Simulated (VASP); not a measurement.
# BaS (I-4m2) in VASP: further runs

Runs on BaS. Level: PBE. Tasks: single point.

All numbers are computed with VASP 6.6.1; they aren't measurements. Logs are shortened: lines on timing, memory, paths and dates and some standing lists are left out, and cuts for length are marked.

**1. The cell of the first run**

It takes space group I-4m2 (No. 119, tetragonal). The conventional cell has a = 4.828 Å, b = 4.828 Å, c = 7.385 Å, α = 90.00°, β = 90.00°, γ = 90.00°. Within 4.0 Å of Ba (site symmetry -4m2) lie 4 S at 3.04 Å. S (site symmetry -4m2) has 4 Ba at 3.04 Å within 4.0 Å.

**2. Single point, PBE (epitaxial xy strain -3.0%)**

The input, INCAR:

```
SYSTEM = BaS
  ALGO = Normal
  EDIFF = 1E-6
  ENCUT = 520
  GGA = PE
  ISIF = 2
  ISMEAR = 0
  LASPH = .True.
  LCHARG = .False.
  LREAL = .False.
  LWAVE = .False.
  NBANDS = 15
  NELM = 80
  PREC = Accurate
  SIGMA = 0.01
```

The input, KPOINTS:

```
k-points
0
Gamma
  4 4 4
  0 0 0
```

The input, POSCAR:

```
BaS
1.0
    0.0000000000      3.4138294178      3.6925827878
    3.4138294178      0.0000000000      3.6925827878
    3.4138294178      3.4138294178      0.0000000000
Ba S
1 1
Direct
    0.0000000000      0.0000000000      0.0000000000
    0.2500000000      0.2500000000      0.2500000000
```

Potentials or basis: VASP PAW PBE potentials, release 64 (Ba_sv, S).

Command:

```sh
$ cat potpaw_PBE.64/Ba_sv/POTCAR potpaw_PBE.64/S/POTCAR > POTCAR
$ mpirun -np 1 vasp_std > vasp.out
```

OUTCAR:

```text
SYSTEM = BaS
   EDIFF = 1E-6
   ENCUT = 520
   GGA = PE
   ISIF = 2
   ISMEAR = 0
   LASPH = .True.
   LREAL = .False.
   NELM = 80
   PREC = Accurate

 ion  position               nearest neighbor table
   1  0.000  0.000  0.000-   2 3.04   2 3.04   2 3.04   2 3.04
   2  0.250  0.250  0.250-   1 3.04   1 3.04   1 3.04   1 3.04

  LATTYP: Found a body centered tetragonal cell.
 ALAT       =     4.8278838623
 C/A-ratio  =     1.5296899814

  Lattice vectors:

 A1 = (  -3.4138294178,   0.0000000000,   3.6925827878)
 A2 = (   3.4138294178,   0.0000000000,   3.6925827878)
 A3 = (   0.0000000000,   3.4138294178,  -3.6925827878)

Analysis of symmetry for initial positions (statically):
=====================================================================
 Subroutine PRICEL returns:
 Original cell was already a primitive cell.

 Routine SETGRP: Setting up the symmetry group for a
 body centered tetragonal supercell.

 Subroutine GETGRP returns: Found  8 space group operations
 (whereof  8 operations were pure point group operations)
 out of a pool of 16 trial point group operations.

The static configuration has the point symmetry D_2d.

Analysis of symmetry for dynamics (positions and initial velocities):
=====================================================================
 Subroutine PRICEL returns:
 Original cell was already a primitive cell.

 Routine SETGRP: Setting up the symmetry group for a
 body centered tetragonal supercell.

 Subroutine GETGRP returns: Found  8 space group operations
 (whereof  8 operations were pure point group operations)
 out of a pool of 16 trial point group operations.

The dynamic configuration has the point symmetry D_2d.

 Subroutine INISYM returns: Found  8 space group operations
 (whereof  8 operations are pure point group operations),
 and found     1 'primitive' translations

----------------------------------------------------------------------------------------

                                     Primitive cell

  volume of cell :      86.0684

  direct lattice vectors                    reciprocal lattice vectors
     0.000000000  3.413829418  3.692582788    -0.146463088  0.146463088  0.135406578
     3.413829418  0.000000000  3.692582788     0.146463088 -0.146463088  0.135406578
     3.413829418  3.413829418  0.000000000     0.146463088  0.146463088 -0.135406578

  length of vectors
     5.028856623  5.028856623  4.827883862     0.247462753  0.247462753  0.247462753

  position of ions in fractional coordinates (direct lattice)
     0.000000000  0.000000000  0.000000000
     0.250000000  0.250000000  0.250000000

  ion indices of the primitive-cell ions
   primitive index   ion index
                 1           1
                 2           2

----------------------------------------------------------------------------------------

 KPOINTS: k-points

Automatic generation of k-mesh.
 Grid dimensions read from file:
 generate k-points for:    4    4    4

 Generating k-lattice:

  Cartesian coordinates                     Fractional coordinates (reciprocal lattice)
    -0.036615772  0.036615772  0.033851645     0.250000000  0.000000000  0.000000000
     0.036615772 -0.036615772  0.033851645     0.000000000  0.250000000  0.000000000
     0.036615772  0.036615772 -0.033851645     0.000000000  0.000000000  0.250000000

  Length of vectors
     0.061865688  0.061865688  0.061865688

  Shift w.r.t. Gamma in fractional coordinates (k-lattice)
     0.000000000  0.000000000  0.000000000

 Subroutine IBZKPT returns following result:
 ===========================================

 Found     13 irreducible k-points:

 Following reciprocal coordinates:
            Coordinates               Weight
  0.000000  0.000000  0.000000      1.000000
  0.250000 -0.000000  0.000000      8.000000
  0.500000 -0.000000  0.000000      4.000000
  0.250000  0.250000  0.000000      2.000000
  0.500000  0.250000  0.000000      8.000000
 -0.250000  0.250000  0.000000      4.000000
  0.500000  0.500000  0.000000      1.000000
  0.250000  0.000000  0.250000      4.000000
  0.500000 -0.000000  0.250000     16.000000
 -0.250000  0.000000  0.250000      8.000000
 -0.250000  0.500000  0.250000      4.000000
  0.500000  0.000000  0.500000      2.000000
 -0.250000  0.250000  0.500000      2.000000
   k-points           NKPTS =     13   k-points in BZ     NKDIM =     13   number of bands    NBANDS=     15
   number of dos      NEDOS =    301   number of ions     NIONS =      2
   total plane-waves  NPLWV =  57600
   dimension x,y,z NGX =    40 NGY =   40 NGZ =   36
   dimension x,y,z NGXF=    80 NGYF=   80 NGZF=   72
   ions per type =               1   1
   NGX,Y,Z   is equivalent  to a cutoff of  13.22, 13.22, 12.40 a.u.
   NGXF,Y,Z  is equivalent  to a cutoff of  26.45, 26.45, 24.79 a.u.
 SYSTEM =  BaS
   PREC   = accura    normal or accurate (medium, high low for compatibility)
   ISTART =      0    job   : 0-new  1-cont  2-samecut
   ICHARG =      2    charge: 1-file 2-atom 10-const
   ISPIN  =      1    spin polarized calculation?
   LNONCOLLINEAR =      F non collinear calculations
   LSORBIT =      F    spin-orbit coupling
   LASPH  =      T    aspherical Exc in radial PAW
   ENCUT  =  520.0 eV  38.22 Ry    6.18 a.u.   9.35  9.35  8.98*2*pi/ulx,y,z
   NELM   =     80;   NELMIN=  2; NELMDL= -5     # of ELM steps
   EDIFF  = 0.1E-05   stopping-criterion for ELM
   LREAL  =      F    real-space projection
   EDIFFG = 0.1E-04   stopping-criterion for IOM
   NSW    =      0    number of steps for IOM
   IBRION =     -1    ionic relax: 0-MD 1-quasi-New 2-CG
   NFREE  =      0    steps in history (QN), initial steepest desc. (CG)
   ISIF   =      2    stress and relaxation
   ISYM   =      2    0-nonsym 1-usesym 2-fastsym
   POTIM  = 0.5000    time-step for ionic-motion
   TEBEG  =    0.0;   TEEND  =   0.0 temperature during run
   PSTRESS=    0.0 pullay stress
   NELECT =      16.0000    total number of electrons
   NUPDOWN=      -1.0000    fix difference up-down
   EMIN   =  10.00;   EMAX   =-10.00  energy-range for DOS
   EFERMI =   0.00;   METHOD = LEGACY
   ISMEAR =     0;   SIGMA  =   0.01  broadening in eV -4-tet -1-fermi 0-gaus
   EFERMI_NEDOS =   21; number of points for ismear=-14 and -15
   IALGO  =     38    algorithm
   IMIX   =      4    mixing-type and parameters
     AMIX     =   0.40;   BMIX     =  1.00
     AMIX_MAG =   1.60;   BMIX_MAG =  1.00
  volume/ion in A,a.u.               =      43.03       290.41
  Fermi-wavevector in a.u.,A,eV,Ry     =   0.934330  1.765627 11.877508  0.872972
  Thomas-Fermi vector in A             =   2.061123
   LORBIT       =      0    0 simple, 1 ext, 2 COOP (PROOUT), +10 PAW based schemes
   GGA     = PE    functional components
   LHFCALC =     F    Hartree Fock is set to
   AEXX    =    0.0000 exact exchange contribution
   IVDW    =     0    specifies the selected vdW correction
   LEPSILON=     F    determine dielectric tensor
   LRPA    =     F    only Hartree local field effects (RPA)
 non-spin polarized calculation
 Gauss-broadening in eV      SIGMA  =   0.01
  energy-cutoff  :      520.00
  volume of cell :       86.07
 maximum number of plane-waves:      2350
 NGX is ok and might be reduce to    40
   NGX = 19   NGY = 19   NGZ = 17

 number of electron      15.9999999 magnetization

 Free energy of the ion-electron system (eV)
  ---------------------------------------------------
  ext. energy  EPLUGINS =         0.00000000
  ---------------------------------------------------
  free energy    TOTEN  =        -9.72518445 eV

  energy without entropy =       -9.72518445  energy(sigma->0) =       -9.72518445

 E-fermi :  -0.0130     XC(G=0):  -7.2304

 val. band max:       -0.0816400220   @ k =   0.5000   0.5000   0.0000
 cond. band min:       2.6512412261   @ k =   0.0000   0.0000   0.0000
 fundamental gap:      2.7328812481
 Fermi energy:        -0.0130429907

 k-point     1 :       0.0000    0.0000    0.0000
  band No.  band energies     occupation
      1     -26.1925      2.00000
      2     -11.3779      2.00000
      3     -11.3779      2.00000
      4     -11.3662      2.00000
      5     -10.0444      2.00000
      6      -0.8366      2.00000
      7      -0.7831      2.00000
      8      -0.7831      2.00000
      9       2.6512      0.00000
     10       4.6581      0.00000
     11       5.2181      0.00000
     12       6.4579      0.00000
     13       7.0866      0.00000
     14       7.0866      0.00000
     15       9.5758      0.00000

 k-point     2 :       0.2500   -0.0000    0.0000
  band No.  band energies     occupation
      1     -26.1846      2.00000
      2     -11.7545      2.00000
      3     -11.3969      2.00000
      4     -11.3925      2.00000
      5      -9.6530      2.00000
      6      -0.9004      2.00000
      7      -0.6834      2.00000
      8      -0.6298      2.00000
      9       3.7344      0.00000
     10       4.5826      0.00000
     11       4.8598      0.00000
     12       6.2758      0.00000
     13       7.2053      0.00000
     14       7.3049      0.00000
     15       7.7640      0.00000

 k-point     3 :       0.5000   -0.0000    0.0000
  band No.  band energies     occupation
      1     -26.1767      2.00000
      2     -12.0213      2.00000
      3     -11.4234      2.00000
      4     -11.4069      2.00000
      5      -9.3869      2.00000
      6      -0.7311      2.00000
      7      -0.6087      2.00000
      8      -0.4861      2.00000
      9       4.3156      0.00000
     10       5.1414      0.00000
     11       5.1664      0.00000
     12       5.3174      0.00000
     13       6.2121      0.00000
     14       6.4447      0.00000
     15       8.4863      0.00000

 k-point     4 :       0.2500    0.2500    0.0000
  band No.  band energies     occupation
      1     -26.1836      2.00000
      2     -11.8311      2.00000
      3     -11.4195      2.00000
      4     -11.4195      2.00000
      5      -9.4963      2.00000
      6      -1.1227      2.00000
      7      -0.4605      2.00000
      8      -0.4605      2.00000
      9       3.5177      0.00000
     10       4.0725      0.00000
     11       5.6541      0.00000
     12       6.5144      0.00000
     13       6.8728      0.00000
     14       6.8728      0.00000
     15       9.0177      0.00000
[... 109 lines left out ...]
 k-point    11 :      -0.2500    0.5000    0.2500
  band No.  band energies     occupation
      1     -26.1723      2.00000
      2     -12.0773      2.00000
      3     -11.5112      2.00000
      4     -11.4892      2.00000
      5      -9.1550      2.00000
      6      -0.7216      2.00000
      7      -0.6566      2.00000
      8      -0.0849      2.00000
      9       3.2745      0.00000
     10       4.1427      0.00000
     11       5.6664      0.00000
     12       6.2210      0.00000
     13       7.3500      0.00000
     14       8.4569      0.00000
     15       8.4669      0.00000

 k-point    12 :       0.5000    0.0000    0.5000
  band No.  band energies     occupation
      1     -26.1700      2.00000
      2     -12.0926      2.00000
      3     -11.5119      2.00000
      4     -11.4523      2.00000
      5      -9.2360      2.00000
      6      -1.2075      2.00000
      7      -0.1987      2.00000
      8      -0.1110      2.00000
      9       3.4091      0.00000
     10       4.4182      0.00000
     11       6.1999      0.00000
     12       6.3006      0.00000
     13       6.3142      0.00000
     14       8.5340      0.00000
     15       9.0126      0.00000

 k-point    13 :      -0.2500    0.2500    0.5000
  band No.  band energies     occupation
      1     -26.1700      2.00000
      2     -12.0670      2.00000
      3     -11.5503      2.00000
      4     -11.4535      2.00000
      5      -9.2186      2.00000
      6      -0.7752      2.00000
      7      -0.6131      2.00000
      8      -0.2064      2.00000
      9       3.3685      0.00000
     10       4.2144      0.00000
     11       6.1037      0.00000
     12       6.3046      0.00000
     13       7.1953      0.00000
     14       8.4441      0.00000
     15       8.9048      0.00000

------------------------ aborting loop because EDIFF is reached ----------------------------------------

  FORCE on cell =-STRESS in cart. coord.  units (eV):
  Direction    XX          YY          ZZ          XY          YZ          ZX
  --------------------------------------------------------------------------------------
  -------------------------------------------------------------------------------------
  Total        0.4159741      0.4159741      0.1924331      0.0000000      0.0000000     -0.0000000
  in kB        7.7434237      7.7434237      3.5821722      0.0000000      0.0000000     -0.0000000
  external PRESSURE =       6.3563399 kB  Pullay stress =       0.0000000 kB

 VOLUME and BASIS-vectors are now :
 -----------------------------------------------------------------------------
  energy-cutoff  :      520.00
  volume of cell :       86.07
      direct lattice vectors                 reciprocal lattice vectors
     0.000000000  3.413829418  3.692582788    -0.146463088  0.146463088  0.135406578
     3.413829418  0.000000000  3.692582788     0.146463088 -0.146463088  0.135406578
     3.413829418  3.413829418  0.000000000     0.146463088  0.146463088 -0.135406578

 POSITION                                       TOTAL-FORCE (eV/Angst)
 -----------------------------------------------------------------------------------
      0.00000      0.00000      0.00000        -0.000000     -0.000000      0.000000
      1.70691      1.70691      1.84629         0.000000      0.000000     -0.000000
 -----------------------------------------------------------------------------------
    total drift:                                0.000001      0.000001     -0.000000

  FREE ENERGIE OF THE ION-ELECTRON SYSTEM (eV)
  ---------------------------------------------------
  free  energy   TOTEN  =        -9.7251844491 eV

  energy  without entropy=       -9.7251844491  energy(sigma->0) =       -9.72518445
```

Run time: 18 s. Hardware: 1 thread of Intel Xeon Platinum 8488C (Sapphire Rapids), shared host; peak memory 0.22 GiB.

What came out:

```yaml
Free_energy: -9.7252 eV
Pressure: 0.6 GPa
Band_gap_on_the_k_mesh: 2.73 eV (least direct gap 3.27 eV)
```

Stress tensor (GPa, compression positive):
```
0.77 0.00 0.00
0.00 0.77 0.00
0.00 0.00 0.36
```

Levels at points of the mesh, in eV from the valence-band top:
```tsv
k point	band 6	band 7	band 8	band 9	band 10	band 11
(0.00, 0.00, 0.00)	-0.76	-0.70	-0.70	2.73	4.74	5.30
(0.50, 0.00, 0.00)	-0.65	-0.53	-0.40	4.40	5.22	5.25
(0.50, 0.50, 0.00)	-1.16	0.00	0.00	3.27	4.42	6.18
(0.50, 0.00, 0.50)	-1.13	-0.12	-0.03	3.49	4.50	6.28
```

Caveat: the cell differs from its parent crystal (epitaxial xy strain -3.0%); spin-orbit coupling is left out, which moves the levels of the heavy elements. A k mesh can miss the band edges.

(Continued in part 2 of 2.)
